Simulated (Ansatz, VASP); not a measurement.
**Hg: VASP beside Ansatz**

The input INCAR:

```
SYSTEM = Hg
PREC     = Accurate       ! precision mode
ENCUT    = 520            ! plane-wave cutoff, eV
EDIFF    = 1E-6           ! SCF threshold, eV
ISMEAR   = -1             ! smearing method
SIGMA    = 0.05           ! smearing width, eV
LREAL    = .False.        ! projectors in reciprocal space
LASPH    = .True.         ! aspherical terms in the spheres
NELM     = 100            ! most SCF steps
ALGO     = Normal         ! electronic algorithm
ISIF     = 2              ! what is computed and relaxed
LWAVE    = .False.        ! write WAVECAR
LCHARG   = .True.         ! write CHGCAR
GGA      = PS             ! functional
LELF     = .True.         ! ELF
LVHAR    = .True.       
NBANDS   = 25             ! bands
```

Contents of KPOINTS:

```
Automatic mesh
0
Gamma
  8 8 9
  0 0 0
```

The input POSCAR:

```
Hg
1.0
    4.5095312905      0.0000000000      0.0000000000
   -2.2547656452      3.9053686567      0.0000000000
    0.0000000000      0.0000000000      3.8440260630
Hg
3
Direct
    0.3333333333      0.6666666667      0.5000000000
    0.0000000000      0.0000000000      0.0000000000
    0.6666666667      0.3333333333      0.5000000000
```

Input for Ansatz:

```yaml
crystal:
  lattice:
    - [4.5095312905, 0.0, 0.0]
    - [-2.2547656452, 3.9053686567, 0.0]
    - [0.0, 0.0, 3.844026063]
  atoms:
    - { symbol: Hg, position: [0.3333333333, 0.6666666667, 0.5] }
    - { symbol: Hg, position: [0.0, 0.0, 0.0] }
    - { symbol: Hg, position: [0.6666666667, 0.3333333333, 0.5] }
kpoints:
  mp_grid: { grid: [8, 8, 9] }
  band_path:
    path:
      - [0.0, 0.0, 0.0]
      - [0.5, 0.0, 0.0]
      - [0.3333333333, 0.3333333333, 0.0]
      - [0.0, 0.0, 0.0]
      - [0.0, 0.0, 0.5]
      - [0.5, 0.0, 0.5]
      - [0.3333333333, 0.3333333333, 0.5]
      - [0.0, 0.0, 0.5]
      - [0.5, 0.0, 0.5]
    npoints: 5
scf:
  occupations: { method: fermi_dirac, width: 0.05 }
hamiltonian:
  xc: pbesol
  pseudopotentials: { kind: all_electron, lapw: { basis_error: 0.0005 } }
output:
  forces: true
  stress: true
  eigenvalues: true
```

Change from the starting cell: volume scaled by 0.98.

Alike in both runs: task single point; functional PBEsol; k mesh 8 × 8 × 9; occupations fermi-dirac, width 0.05 eV; no spin polarisation.

|  | VASP | Ansatz |
| --- | --- | --- |
| version | VASP 6.6.1 | Ansatz 0.2.0 |
| potentials or method | VASP PAW PBE potentials, release 64 (Hg), cutoff 520 eV | all-electron LAPW, scalar-relativistic |

Ansatz gave:

- pressure (GPa): 9.5
- traceless stress, the component that is largest in VASP (GPa): -9.35

**Question.** Which values does VASP return?

**Answer.** Pressure (GPa): 10.5; traceless stress, the component that is largest in VASP (GPa): -9.99.

VASP's potentials were made for PBE, not for PBEsol. Ansatz ran all-electron here, and VASP with PAW potentials.

Spin-orbit coupling is off throughout.
